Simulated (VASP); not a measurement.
Set up this calculation in VASP 6.6.1, as the native input.

| Quantity | Value |
| --- | --- |
| Task | single point |
| Functional | PBE |
| Dispersion | D3(BJ) |
| Potentials or basis | VASP PAW PBE potentials, release 64 (Be, S) |
| Cutoff | 520 eV |
| k mesh | 8 × 8 × 8 |
| Occupations | gaussian, width 0.01 eV |
| Spin | no spin polarisation |
| Dipole correction | no |
| Further INCAR settings | ALGO = Normal; EDIFF = 1e-06; NBANDS = 11 |

The structure of BeS lies in POSCAR:

```
BeS
1.0
    0.0000000000      2.4250000000      2.4250000000
    2.4250000000      0.0000000000      2.4250000000
    2.4250000000      2.4250000000      0.0000000000
Be S
1 1
Direct
    0.0000000000      0.0000000000      0.0000000000
    0.2500000000      0.2500000000      0.2500000000
```

The input as run:

INCAR

```
SYSTEM = BeS
PREC = Accurate
ENCUT = 520
EDIFF = 1E-6
ISMEAR = 0
SIGMA = 0.01
LREAL = .FALSE.
LASPH = .TRUE.
NELM = 100
ALGO = Normal
ISIF = 2
LWAVE = .FALSE.
LCHARG = .FALSE.
GGA = PE
IVDW = 12
NBANDS = 11
```

KPOINTS

```
Automatic mesh
0
G
  8 8 8
  0 0 0
```

Potentials or basis: VASP PAW PBE potentials, release 64 (Be, S).

Launch:

```sh
$ cat potpaw_PBE.64/Be/POTCAR potpaw_PBE.64/S/POTCAR > POTCAR
$ mpirun -np 1 vasp_std > vasp.out
```

It gave:

```yaml
Pressure: -2.0 GPa
Band_gap_on_the_k_mesh: 3.11 eV, indirect (least direct gap 5.67 eV)
Dispersion_energy_per_atom: -0.301 eV
```

Caveat: three body term missing.

Run time: 15 s on 1 thread of Intel Xeon 8259CL, with other jobs on the host, peak memory 0.16 GiB.
